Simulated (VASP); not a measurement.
Here is a VASP 6.6.1 calculation.

INCAR

```
SYSTEM = ZnO
PREC     = Accurate       ! precision mode
ENCUT    = 520            ! plane-wave cutoff, eV
EDIFF    = 1E-6           ! SCF threshold, eV
ISMEAR   = -1             ! smearing method
SIGMA    = 0.05           ! smearing width, eV
LREAL    = .FALSE.        ! projectors in reciprocal space
LASPH    = .TRUE.         ! aspherical terms in the spheres
NELM     = 60             ! most SCF steps
ALGO     = Normal         ! electronic algorithm
ISIF     = 2              ! what is computed and relaxed
LWAVE    = .FALSE.        ! write WAVECAR
LCHARG   = .FALSE.        ! write CHGCAR
GGA      = PS             ! functional
IVDW     = 12             ! dispersion correction
NBANDS   = 26             ! bands
```

The input KPOINTS:

```
regular mesh
0
G
  9 9 5
  0 0 0
```

The input POSCAR:

```
ZnO
1.0
    3.2920669561      0.0000000000      0.0000000000
   -1.6460334781      2.8510136149      0.0000000000
    0.0000000000      0.0000000000      5.2742130269
Zn O
2 2
Direct
    0.6666666667      0.3333333333      0.0000000000
    0.3333333333      0.6666666667      0.5000000000
    0.3333333333      0.6666666667      0.8790100000
    0.6666666667      0.3333333333      0.3790100000
```

Potentials or basis: VASP PAW PBE potentials, release 64 (Zn, O).

Command:

```console
$ cat potpaw_PBE.64/Zn/POTCAR potpaw_PBE.64/O/POTCAR > POTCAR
$ mpirun -np 1 vasp_std > vasp.out
```

Estimate the band gap on the k mesh.

0.63 eV, direct.

Predict the dispersion energy per atom.

-0.176 eV.

Stress tensor (GPa, compression positive):
```
-8.48  0.00  0.00
 0.00 -8.48  0.00
 0.00  0.00 -6.96
```

Caveat: the PAW data sets were made with another functional, which shifts forces and pressure a little. As with any semilocal functional, this PBEsol gap is likely too small.
